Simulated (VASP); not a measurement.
# PIr2 (Fm-3m) in VASP: notebook

PIr2 is run at these levels: LDA; tasks: single point.

Everything below comes from runs of VASP 6.6.1. Logs are shortened: lines on timing, memory, paths and dates and some standing lists are left out, and cuts for length are marked.

## (1) The cell of the first run

The structure is cubic, space group Fm-3m (No. 225). The conventional cell has a = 5.535 Å, b = 5.535 Å, c = 5.535 Å, α = 90.00°, β = 90.00°, γ = 90.00°. Within 3.2 Å of P (site symmetry m-3m) lie 8 Ir at 2.40 Å. Within 3.2 Å of Ir (site symmetry -43m) lie 4 P at 2.40 Å and 6 Ir at 2.77 Å.

## (2) Single point, LDA

Contents of INCAR:

```
SYSTEM = PIr2
ALGO = Normal ; EDIFF = 1E-7
ENCUT = 520 ; ISIF = 2
ISMEAR = 1 ; LASPH = .TRUE.
LCHARG = .FALSE. ; LREAL = .FALSE.
LWAVE = .FALSE. ; NBANDS = 18
NELM = 100 ; PREC = Accurate
SIGMA = 0.1
```

Contents of KPOINTS:

```
k-points
0
G
  9 9 9
  0 0 0
```

Contents of POSCAR:

```
PIr2
1.0
    0.0000000000      2.7675000000      2.7675000000
    2.7675000000      0.0000000000      2.7675000000
    2.7675000000      2.7675000000      0.0000000000
P Ir
1 2
Direct
    0.0000000000      0.0000000000      0.0000000000
    0.2500000000      0.2500000000      0.2500000000
    0.7500000000      0.7500000000      0.7500000000
```

Potentials or basis: VASP PAW LDA potentials, release 64 (P, Ir).

Run with:

```
$ cat potpaw_LDA.64/P/POTCAR potpaw_LDA.64/Ir/POTCAR > POTCAR
$ mpirun -np 1 vasp_std > vasp.out
```

OUTCAR:

```text
SYSTEM = PIr2
   EDIFF = 1E-7
   ENCUT = 520
   ISIF = 2
   ISMEAR = 1
   LASPH = .TRUE.
   LREAL = .FALSE.
   NELM = 100
   PREC = Accurate

 ion  position               nearest neighbor table
   1  0.000  0.000  0.000-   3 2.40   3 2.40   3 2.40   2 2.40   3 2.40   2 2.40   2 2.40   2 2.40

   2  0.250  0.250  0.250-   1 2.40   1 2.40   1 2.40   1 2.40   3 2.77   3 2.77   3 2.77   3 2.77
                             3 2.77   3 2.77
   3  0.750  0.750  0.750-   1 2.40   1 2.40   1 2.40   1 2.40   2 2.77   2 2.77   2 2.77   2 2.77
                             2 2.77   2 2.77

  LATTYP: Found a face centered cubic cell.
 ALAT       =     5.5350000000

  Lattice vectors:

 A1 = (   0.0000000000,   2.7675000000,   2.7675000000)
 A2 = (   2.7675000000,   0.0000000000,   2.7675000000)
 A3 = (   2.7675000000,   2.7675000000,   0.0000000000)

Analysis of symmetry for initial positions (statically):
=====================================================================
 Subroutine PRICEL returns:
 Original cell was already a primitive cell.

 Routine SETGRP: Setting up the symmetry group for a
 face centered cubic supercell.

 Subroutine GETGRP returns: Found 48 space group operations
 (whereof 48 operations were pure point group operations)
 out of a pool of 48 trial point group operations.

The static configuration has the point symmetry O_h .

Analysis of symmetry for dynamics (positions and initial velocities):
=====================================================================
 Subroutine PRICEL returns:
 Original cell was already a primitive cell.

 Routine SETGRP: Setting up the symmetry group for a
 face centered cubic supercell.

 Subroutine GETGRP returns: Found 48 space group operations
 (whereof 48 operations were pure point group operations)
 out of a pool of 48 trial point group operations.

The dynamic configuration has the point symmetry O_h .

 Subroutine INISYM returns: Found 48 space group operations
 (whereof 48 operations are pure point group operations),
 and found     1 'primitive' translations

----------------------------------------------------------------------------------------

                                     Primitive cell

  volume of cell :      42.3929

  direct lattice vectors                    reciprocal lattice vectors
     0.000000000  2.767500000  2.767500000    -0.180668473  0.180668473  0.180668473
     2.767500000  0.000000000  2.767500000     0.180668473 -0.180668473  0.180668473
     2.767500000  2.767500000  0.000000000     0.180668473  0.180668473 -0.180668473

  length of vectors
     3.913836034  3.913836034  3.913836034     0.312926975  0.312926975  0.312926975

  position of ions in fractional coordinates (direct lattice)
     0.000000000  0.000000000  0.000000000
     0.250000000  0.250000000  0.250000000
     0.750000000  0.750000000  0.750000000

  ion indices of the primitive-cell ions
   primitive index   ion index
                 1           1
                 2           2
                 3           3

----------------------------------------------------------------------------------------

 KPOINTS: k-points

Automatic generation of k-mesh.
 Grid dimensions read from file:
 generate k-points for:    9    9    9

 Generating k-lattice:

  Cartesian coordinates                     Fractional coordinates (reciprocal lattice)
    -0.020074275  0.020074275  0.020074275     0.111111111  0.000000000  0.000000000
     0.020074275 -0.020074275  0.020074275     0.000000000  0.111111111  0.000000000
     0.020074275  0.020074275 -0.020074275     0.000000000  0.000000000  0.111111111

  Length of vectors
     0.034769664  0.034769664  0.034769664

  Shift w.r.t. Gamma in fractional coordinates (k-lattice)
     0.000000000  0.000000000  0.000000000

 Subroutine IBZKPT returns following result:
 ===========================================

 Found     35 irreducible k-points:

 Following reciprocal coordinates:
            Coordinates               Weight
  0.000000  0.000000  0.000000      1.000000
  0.111111  0.000000  0.000000      8.000000
  0.222222  0.000000  0.000000      8.000000
  0.333333  0.000000  0.000000      8.000000
  0.444444  0.000000  0.000000      8.000000
  0.111111  0.111111  0.000000      6.000000
[... 16 lines left out ...]
 -0.333333  0.333333  0.000000     12.000000
  0.444444  0.444444  0.000000      6.000000
 [... further k-points ...]
   k-points           NKPTS =     35   k-points in BZ     NKDIM =     35   number of bands    NBANDS=     18
   number of dos      NEDOS =    301   number of ions     NIONS =      3
   total plane-waves  NPLWV =  27000
   dimension x,y,z NGX =    30 NGY =   30 NGZ =   30
   dimension x,y,z NGXF=    60 NGYF=   60 NGZF=   60
   ions per type =               1   2
   NGX,Y,Z   is equivalent  to a cutoff of  12.74, 12.74, 12.74 a.u.
   NGXF,Y,Z  is equivalent  to a cutoff of  25.49, 25.49, 25.49 a.u.
 SYSTEM =  PIr2
   PREC   = accura    normal or accurate (medium, high low for compatibility)
   ISTART =      0    job   : 0-new  1-cont  2-samecut
   ICHARG =      2    charge: 1-file 2-atom 10-const
   ISPIN  =      1    spin polarized calculation?
   LNONCOLLINEAR =      F non collinear calculations
   LSORBIT =      F    spin-orbit coupling
   LASPH  =      T    aspherical Exc in radial PAW
   ENCUT  =  520.0 eV  38.22 Ry    6.18 a.u.   7.28  7.28  7.28*2*pi/ulx,y,z
   NELM   =    100;   NELMIN=  2; NELMDL= -5     # of ELM steps
   EDIFF  = 0.1E-06   stopping-criterion for ELM
   LREAL  =      F    real-space projection
   EDIFFG = 0.1E-05   stopping-criterion for IOM
   NSW    =      0    number of steps for IOM
   IBRION =     -1    ionic relax: 0-MD 1-quasi-New 2-CG
   NFREE  =      0    steps in history (QN), initial steepest desc. (CG)
   ISIF   =      2    stress and relaxation
   ISYM   =      2    0-nonsym 1-usesym 2-fastsym
   POTIM  = 0.5000    time-step for ionic-motion
   TEBEG  =    0.0;   TEEND  =   0.0 temperature during run
   PSTRESS=    0.0 pullay stress
   NELECT =      23.0000    total number of electrons
   NUPDOWN=      -1.0000    fix difference up-down
   EMIN   =  10.00;   EMAX   =-10.00  energy-range for DOS
   EFERMI =   0.00;   METHOD = LEGACY
   ISMEAR =     1;   SIGMA  =   0.10  broadening in eV -4-tet -1-fermi 0-gaus
   EFERMI_NEDOS =   21; number of points for ismear=-14 and -15
   IALGO  =     38    algorithm
   IMIX   =      4    mixing-type and parameters
     AMIX     =   0.40;   BMIX     =  1.00
     AMIX_MAG =   1.60;   BMIX_MAG =  1.00
  volume/ion in A,a.u.               =      14.13        95.36
  Fermi-wavevector in a.u.,A,eV,Ry     =   1.335221  2.523202 24.256672  1.782815
  Thomas-Fermi vector in A             =   2.463942
   LORBIT       =      0    0 simple, 1 ext, 2 COOP (PROOUT), +10 PAW based schemes
   GGA     = CA    functional components
   LHFCALC =     F    Hartree Fock is set to
   AEXX    =    0.0000 exact exchange contribution
   IVDW    =     0    specifies the selected vdW correction
   LEPSILON=     F    determine dielectric tensor
   LRPA    =     F    only Hartree local field effects (RPA)
 non-spin polarized calculation
 Methfessel and Paxton  Order N= 1 SIGMA  =   0.10
  energy-cutoff  :      520.00
  volume of cell :       42.39
 maximum number of plane-waves:      1157
 NGX is ok and might be reduce to    30
   NGX = 15   NGY = 15   NGZ = 15

 number of electron      23.0000001 magnetization

 Free energy of the ion-electron system (eV)
  ---------------------------------------------------
  ext. energy  EPLUGINS =         0.00000000
  ---------------------------------------------------
  free energy    TOTEN  =       -28.03923303 eV

  energy without entropy =      -28.03934388  energy(sigma->0) =      -28.03926998

 E-fermi :   9.8102     XC(G=0): -13.1290

 val. band max:        9.8042706606   @ k =  -0.1111   0.1111   0.0000
 cond. band min:       9.9360465971   @ k =   0.3333   0.1111   0.0000
 fundamental gap:      0.1317759364
 Fermi energy:         9.8102475667

 k-point     1 :       0.0000    0.0000    0.0000
  band No.  band energies     occupation
      1      -4.5931      2.00000
      2       2.2714      2.00000
      3       2.2714      2.00000
      4       2.2714      2.00000
      5       3.8889      2.00000
      6       3.8889      2.00000
[... 10 lines left out ...]
     17      14.8936      0.00000
     18      14.8936      0.00000

 k-point     2 :       0.1111    0.0000    0.0000
  band No.  band energies     occupation
      1      -4.4374      2.00000
      2       2.2065      2.00000
      3       2.3764      2.00000
      4       2.3764      2.00000
      5       4.0285      2.00000
      6       4.0285      2.00000
[... 10 lines left out ...]
     17      15.6826      0.00000
     18      15.6826      0.00000

 k-point     3 :       0.2222    0.0000    0.0000
  band No.  band energies     occupation
      1      -4.0138      2.00000
      2       2.0913      2.00000
      3       2.6700      2.00000
      4       2.6700      2.00000
      5       4.4422      2.00000
      6       4.4422      2.00000
[... 10 lines left out ...]
     17      16.8995      0.00000
     18      16.8995      0.00000

 k-point     4 :       0.3333    0.0000    0.0000
  band No.  band energies     occupation
      1      -3.4684      2.00000
      2       2.0506      2.00000
      3       3.0754      2.00000
      4       3.0754      2.00000
      5       5.1042      2.00000
      6       5.1042      2.00000
[... 10 lines left out ...]
     17      17.7285      0.00000
     18      17.7285      0.00000

 k-point     5 :       0.4444    0.0000    0.0000
  band No.  band energies     occupation
      1      -3.0635      2.00000
      2       2.0937      2.00000
      3       3.4124      2.00000
      4       3.4124      2.00000
      5       5.8923      2.00000
      6       5.8923      2.00000
[... 10 lines left out ...]
     17      18.0156      0.00000
     18      18.0156      0.00000

 k-point     6 :       0.1111    0.1111    0.0000
  band No.  band energies     occupation
      1      -4.3869      2.00000
      2       2.0270      2.00000
      3       2.4985      2.00000
      4       2.4985      2.00000
      5       3.9796      2.00000
      6       4.1504      2.00000
[... 10 lines left out ...]
     17      15.7342      0.00000
     18      15.7342      0.00000

 k-point     7 :       0.2222    0.1111    0.0000
  band No.  band energies     occupation
      1      -4.0559      2.00000
      2       1.8621      2.00000
      3       2.7532      2.00000
      4       2.8037      2.00000
      5       4.2098      2.00000
      6       4.5117      2.00000
[... 10 lines left out ...]
     17      16.6174      0.00000
     18      16.7628      0.00000

 k-point     8 :       0.3333    0.1111    0.0000
  band No.  band energies     occupation
      1      -3.5515      2.00000
      2       1.8525      2.00000
      3       3.0445      2.00000
      4       3.2015      2.00000
      5       4.7231      2.00000
      6       5.0677      2.00000
[... 10 lines left out ...]
     17      17.5269      0.00000
     18      17.6589      0.00000
[... 229 lines left out ...]
     17      17.3696      0.00000
     18      20.0596      0.00000

 k-point    20 :       0.3333    0.3333    0.0000
  band No.  band energies     occupation
      1      -3.1635      2.00000
      2       1.0949      2.00000
      3       4.0179      2.00000
      4       4.0179      2.00000
      5       4.5178      2.00000
      6       5.1787      2.00000
[... 10 lines left out ...]
     17      19.3547      0.00000
     18      19.3885      0.00000

 k-point    21 :       0.4444    0.3333    0.0000
  band No.  band energies     occupation
      1      -2.8493      2.00000
      2       1.1100      2.00000
      3       4.0439      2.00000
      4       4.3204      2.00000
      5       4.8080      2.00000
      6       5.1303      2.00000
[... 10 lines left out ...]
     17      18.8502      0.00000
     18      19.3692      0.00000

 k-point    22 :      -0.4444    0.3333    0.0000
  band No.  band energies     occupation
      1      -2.6569      2.00000
      2       1.5025      2.00000
      3       3.4030      2.00000
      4       4.3180      2.00000
      5       4.9794      2.00000
      6       5.1818      2.00000
[... 10 lines left out ...]
     17      18.8277      0.00000
     18      18.8854      0.00000

 k-point    23 :      -0.3333    0.3333    0.0000
  band No.  band energies     occupation
      1      -2.6899      2.00000
      2       2.1935      2.00000
      3       2.7712      2.00000
      4       3.9670      2.00000
      5       5.0012      2.00000
      6       5.6891      2.00000
[... 10 lines left out ...]
     17      18.6031      0.00000
     18      19.3324      0.00000

 k-point    24 :       0.4444    0.4444    0.0000
  band No.  band energies     occupation
      1      -2.6812      2.00000
      2       0.8910      2.00000
      3       4.5876      2.00000
      4       4.7018      2.00000
      5       4.7018      2.00000
      6       4.7277      2.00000
[... 10 lines left out ...]
     17      18.5465      0.00000
     18      19.5988      0.00000

 [... further k-points ...]

------------------------ aborting loop because EDIFF is reached ----------------------------------------

  FORCE on cell =-STRESS in cart. coord.  units (eV):
  Direction    XX          YY          ZZ          XY          YZ          ZX
  --------------------------------------------------------------------------------------
  -------------------------------------------------------------------------------------
  Total       -0.7979344     -0.7979344     -0.7979344      0.0000000     -0.0000000     -0.0000000
  in kB      -30.1567751    -30.1567751    -30.1567751      0.0000000     -0.0000000     -0.0000000
  external PRESSURE =     -30.1567751 kB  Pullay stress =       0.0000000 kB

 VOLUME and BASIS-vectors are now :
 -----------------------------------------------------------------------------
  energy-cutoff  :      520.00
  volume of cell :       42.39
      direct lattice vectors                 reciprocal lattice vectors
     0.000000000  2.767500000  2.767500000    -0.180668473  0.180668473  0.180668473
     2.767500000  0.000000000  2.767500000     0.180668473 -0.180668473  0.180668473
     2.767500000  2.767500000  0.000000000     0.180668473  0.180668473 -0.180668473

 POSITION                                       TOTAL-FORCE (eV/Angst)
 -----------------------------------------------------------------------------------
      0.00000      0.00000      0.00000        -0.000000     -0.000000     -0.000000
      1.38375      1.38375      1.38375         0.000000      0.000000      0.000000
      4.15125      4.15125      4.15125        -0.000000     -0.000000     -0.000000
 -----------------------------------------------------------------------------------
    total drift:                               -0.000000      0.000000      0.000000

  FREE ENERGIE OF THE ION-ELECTRON SYSTEM (eV)
  ---------------------------------------------------
  free  energy   TOTEN  =       -28.0392330320 eV

  energy  without entropy=      -28.0393438781  energy(sigma->0) =      -28.03926998
```

It took 42 s on 1 thread of AMD EPYC 7R43 (Zen 3), shared host; peak memory 0.13 GiB.

What came out:

```yaml
Free_energy: -28.0392 eV
Pressure: -3.0 GPa
```

Caveat: spin-orbit coupling is left out, which moves the levels of the heavy elements.

## (3) Single point, LDA

This run uses another cell than the first one, of 14.70 Å³/atom, 1.040 times its volume.

Contents of INCAR:

```
SYSTEM = PIr2
PREC = Accurate
ENCUT = 520
EDIFF = 1E-6
ISMEAR = 1
SIGMA = 0.1
LREAL = .False.
LASPH = .True.
NELM = 60
ALGO = Normal
ISIF = 2
LWAVE = .False.
LCHARG = .False.
NBANDS = 18
```

Contents of KPOINTS:

```
regular mesh
0
Gamma
  9 9 9
  0 0 0
```

Contents of POSCAR:

```
PIr2
1.0
    0.0000000000      2.8039186501      2.8039186501
    2.8039186501      0.0000000000      2.8039186501
    2.8039186501      2.8039186501      0.0000000000
P Ir
1 2
Direct
    0.0000000000      0.0000000000      0.0000000000
    0.2500000000      0.2500000000      0.2500000000
    0.7500000000      0.7500000000      0.7500000000
```

Potentials or basis: VASP PAW LDA potentials, release 64 (P, Ir).

Run with:

```
$ cat potpaw_LDA.64/P/POTCAR potpaw_LDA.64/Ir/POTCAR > POTCAR
$ mpirun -np 1 vasp_std > vasp.out
```

Run time: 45 s. Hardware: 1 thread of AMD EPYC 7R43 (Zen 3), shared host; peak memory 0.14 GiB.

The run converged. Its results:

- Free energy: -27.9491 eV
- Pressure: -13.7 GPa

Levels at points of the mesh, in eV from the Fermi level:
```
           k point  band 10  band 11  band 12  band 13  band 14  band 15
(0.00, 0.00, 0.00)     0.37     1.54     1.54     4.28     4.28     4.28
```

Caveat: spin-orbit coupling is left out, which moves the levels of the heavy elements.

## (4) Single point, LDA

This run uses another cell than the first one, of 15.26 Å³/atom, 1.080 times its volume.

Contents of INCAR:

```
  ALGO = Normal
  EDIFF = 1E-6
  ENCUT = 520
  GGA = CA
  ISIF = 2
  ISMEAR = 1
  LASPH = T
  LCHARG = F
  LREAL = F
  LWAVE = F
  NBANDS = 18
  NELM = 100
  PREC = Accurate
  SIGMA = 0.1
```

Contents of KPOINTS:

```
k-points
0
Gamma
  9 9 9
```

Contents of POSCAR:

```
PIr2
1.0
    0.0000000000      2.8394150595      2.8394150595
    2.8394150595      0.0000000000      2.8394150595
    2.8394150595      2.8394150595      0.0000000000
P Ir
1 2
Direct
    0.0000000000      0.0000000000      0.0000000000
    0.2500000000      0.2500000000      0.2500000000
    0.7500000000      0.7500000000      0.7500000000
```

Run with:

```
$ cat potpaw_LDA.64/P/POTCAR potpaw_LDA.64/Ir/POTCAR > POTCAR
$ mpirun -np 1 vasp_std > vasp.out
```

Wall time 45 s (1 thread of AMD EPYC 7R43 (Zen 3), shared host); peak memory 0.13 GiB.

Results (log left out):

| Item | Value |
| --- | --- |
| Free energy | -27.7581 eV |
| Pressure | -22.2 GPa |

Levels at points of the mesh, in eV from the Fermi level:
| k point | band 8 | band 9 | band 10 | band 11 | band 12 | band 13 | band 14 | band 15 | band 16 | band 17 |
| --- | --- | --- | --- | --- | --- | --- | --- | --- | --- | --- |
| (0.00, 0.00, 0.00) | -0.44 | -0.44 | 0.26 | 1.43 | 1.43 | 4.11 | 4.11 | 4.11 | 4.91 | 4.91 |

Caveat: spin-orbit coupling is left out, which moves the levels of the heavy elements.

## (5) Overview

```csv
cell,gap on the mesh (eV),pressure (GPa)
"a = 3.914 Å, angles 60.0°, 3 atoms",none,-3.0
"a = 3.965 Å, angles 60.0°, 3 atoms",none,-13.7
"a = 4.016 Å, angles 60.0°, 3 atoms",none,-22.2
```

Alike in all rows: task single point; level LDA; potentials or basis VASP PAW LDA potentials, release 64 (P, Ir); no spin polarisation; k mesh 9 × 9 × 9; cutoff (eV) 520; smearing methfessel-paxton 0.1 eV.

Caveats: spin-orbit coupling is left out, which moves the levels of the heavy elements.

Total energies depend on the potentials used, so only differences within one code and one set of settings carry meaning.
